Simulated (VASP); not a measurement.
A run of VASP 6.6.1:

POSCAR

```
Pb
1.0
    0.0000000000      3.4390000600      3.4390000600
    3.4390000600      0.0000000000      3.4390000600
    3.4390000600      3.4390000600      0.0000000000
Pb
2
Direct
    0.5000000000      0.5000000000      0.5000000000
    0.7500000000      0.7500000000      0.7500000000
```

The input INCAR.step1:

```
SYSTEM = Pb
PREC = Accurate
ENCUT = 550
ISMEAR = 1
SIGMA = 0.1
LREAL = .False.
LASPH = .True.
NELM = 120
NBANDS = 21
GGA = PE
ALGO = Normal
EDIFF = 1E-5
LWAVE = .True.
LCHARG = .False.
GGA_COMPAT = .False.
```

INCAR.step2

```
SYSTEM = Pb
PREC = Accurate
ENCUT = 550
EDIFF = 1E-6
ISMEAR = 1
SIGMA = 0.1
LREAL = .False.
LASPH = .True.
NELM = 120
ALGO = Normal
ISIF = 2
LWAVE = .False.
LCHARG = .False.
METAGGA = R2SCAN
LMIXTAU = .True.
IVDW = 12
VDW_S6 = 1.0
VDW_S8 = 0.78981345
VDW_A1 = 0.49484001
VDW_A2 = 5.73083694
NBANDS = 21
ISTART = 1
GGA_COMPAT = .False.
```

KPOINTS

```
regular mesh
0
Gamma
  5 5 5
  0 0 0
```

Potentials or basis: VASP PAW PBE potentials, release 64 (Pb_d).

Launch:

```sh
$ cat potpaw_PBE.64/Pb_d/POTCAR > POTCAR
$ cp INCAR.step1 INCAR
$ mpirun -np 1 vasp_std > vasp.out
$ cp INCAR.step2 INCAR
$ mpirun -np 1 vasp_std > vasp.out
```

Hardware: 1 thread of Intel(R) Xeon(R) 6975P-C (Granite Rapids) (shared host).

Task: How long does it take, and how much memory?

Result: Wall time 40 s on 1 thread of Intel(R) Xeon(R) 6975P-C (Granite Rapids), with other jobs on the host, peak memory 0.25 GiB. Counts: k points 10.
